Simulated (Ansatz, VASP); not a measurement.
## One calculation of BaZrO3, two programs

```
Ba Zr O
1.0
     4.18066    0.00000    0.00000
     0.00000    4.18066    0.00000
     0.00000    0.00000    4.18066
Ba Zr O
1 1 3
Direct
  0.00000 0.00000 0.00000
  0.50000 0.50000 0.50000
  0.50000 0.50000 0.00000
  0.50000 0.00000 0.50000
  0.00000 0.50000 0.50000
```

Alike in both runs: functional PBEsol; k mesh 6 × 6 × 6; occupations gaussian, width 0.02 eV; no spin polarisation.

Ansatz relaxed the structure, and its values are those at the end. VASP's run is a single point on that final structure, the one shown.

```csv
,VASP,Ansatz
version,VASP 6.6.1,Ansatz 0.2.0
potentials or method,"VASP PAW PBE potentials, release 64 (Ba_sv, Zr_sv, O), cutoff 600 eV","scalar-relativistic, plane waves, PAW"
valence electrons in the cell,40,40
```

VASP gave:

```
gap on the k mesh at the Fermi level (eV) : 3.12
least direct gap on the mesh (eV)         : 3.34
pressure (GPa)                            : 1.0
```

Question: Which values does Ansatz return?

Answer: gap on the k mesh at the Fermi level (eV): 3.17; least direct gap on the mesh (eV): 3.36; pressure (GPa): 0.0.

VASP's potentials were made for PBE, not for PBEsol. The functional is the same, so the differences come from potentials, cutoffs and numerics.

Neither program's run includes spin-orbit coupling.
